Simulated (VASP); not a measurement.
**Mg: relaxation of cell and atoms with LDA**

The system is Mg.

```xyz
2
Lattice="3.2093 0.0000 0.0000 -1.6046 2.7793 0.0000 0.0000 0.0000 5.2103" Properties=species:S:1:pos:R:3 pbc="T T T"
Mg    0.0000    1.8529    1.3026
Mg    1.6047    0.9264    3.9077
```

- Program: VASP 6.6.1
- Task: relaxation of cell and atoms
- Functional: LDA
- Potentials or basis: VASP PAW LDA potentials, release 64 (Mg_sv)
- Cutoff: 750 eV
- k mesh: 7 × 7 × 4
- Occupations: gaussian, width 0.1 eV
- Spin: no spin polarisation
- Dipole correction: no
- Mended: yes
- Further INCAR settings: ALGO = Normal; EDIFF = 1e-07; IBRION = 2; EDIFFG = -0.02; NSW = 80; ISIF = 3

- Relaxed volume: 21.53 Å³/atom
- Relaxed cell: a = 3.077 Å, b = 3.077 Å, c = 5.252 Å, α = 90.00°, β = 90.00°, γ = 120.00°
- Space group after relaxing (to 0.1 Å): P6_3/mmc (No. 194)
- Energy gained by relaxing: 22.8 meV/atom
- Ionic steps: 9
- Pressure after relaxing: 0.0 GPa
- Band gap on the k mesh: zero (bands 10 and 11 overlap by 2.47 eV)

The path:
```csv
step,energy change (eV),largest force (eV/Å),pressure (GPa),volume (Å³)
1,0.0000,0.0000,-2.96,46.47
2,-0.0407,0.0000,-0.66,43.64
3,-0.0430,0.0000,0.09,42.89
4,-0.0431,0.0000,0.19,42.82
5,-0.0439,0.0000,0.07,42.93
6,-0.0456,0.0000,-0.18,43.25
7,-0.0456,0.0000,0.07,43.04
8,-0.0457,0.0000,-0.07,43.14
9,-0.0457,0.0000,0.02,43.06
```

Final structure:
```yaml
crystal:
  lattice:
    - [3.07683, 0.00000, 0.00000]
    - [-1.53842, 2.66462, 0.00000]
    - [0.00000, 0.00000, 5.25170]
  atoms:
    - { symbol: Mg, position: [0.33333, 0.66667, 0.25000] }
    - { symbol: Mg, position: [0.66667, 0.33333, 0.75000] }
```

Levels at points of the mesh, in eV from the Fermi level:
```
           k point  band 8  band 9  band 10  band 11  band 12  band 13
(0.00, 0.00, 0.00)  -42.58   -7.20    -2.01    -1.75    11.64    11.81
(0.00, 0.00, 0.50)  -42.58   -5.84    -5.84     4.43     4.43    12.50
```

Run time: 85 s on 1 thread of AMD EPYC 7R13 Processor (Zen 3) (shared host), peak memory 0.14 GiB.

LDA usually gives volumes a few per cent too small. Zero-point motion and thermal expansion aren't in these numbers.
